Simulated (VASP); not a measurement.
Input of a VASP 6.6.1 run:

Contents of INCAR:

```
SYSTEM = MgS
PREC = Accurate ; ENCUT = 600
EDIFF = 1E-6 ; ISMEAR = -1
SIGMA = 0.02 ; LREAL = .FALSE.
LASPH = .TRUE. ; NELM = 60
ALGO = Normal ; ISIF = 3
LWAVE = .FALSE. ; LCHARG = .FALSE.
GGA = PS ; IBRION = 2
NSW = 80 ; EDIFFG = -0.005
```

File KPOINTS:

```
regular mesh
0
G
  6 6 4
  0 0 0
```

File POSCAR:

```
MgS
1.0
    4.3189567271      0.0000000000      0.0000000000
   -2.1594783635      3.7403262436      0.0000000000
    0.0000000000      0.0000000000      5.3202916223
Mg S
2 2
Direct
    0.3333333333      0.6666666667      0.2500000000
    0.6666666667      0.3333333333      0.7500000000
    0.6666666667      0.3333333333      0.2500000000
    0.3333333333      0.6666666667      0.7500000000
```

Potentials or basis: VASP PAW PBE potentials, release 64 (Mg, S).

Command:

```bash
$ cat potpaw_PBE.64/Mg/POTCAR potpaw_PBE.64/S/POTCAR > POTCAR
$ mpirun -np 1 vasp_std > vasp.out
```

Question: Estimate the relaxed cell.

Answer: a = 4.290 Å, b = 4.290 Å, c = 5.251 Å, α = 90.00°, β = 90.00°, γ = 120.00°.

Question: Estimate the space group after relaxing (to 0.05 Å).

Answer: P6_3/mmc (No. 194).

Final structure:
```
CELL_PARAMETERS angstrom
4.28972 0.00000 0.00000
-2.14486 3.71501 0.00000
0.00000 0.00000 5.25073
ATOMIC_POSITIONS crystal
Mg 0.33333 0.66667 0.25000
Mg 0.66667 0.33333 0.75000
S 0.66667 0.33333 0.25000
S 0.33333 0.66667 0.75000
```
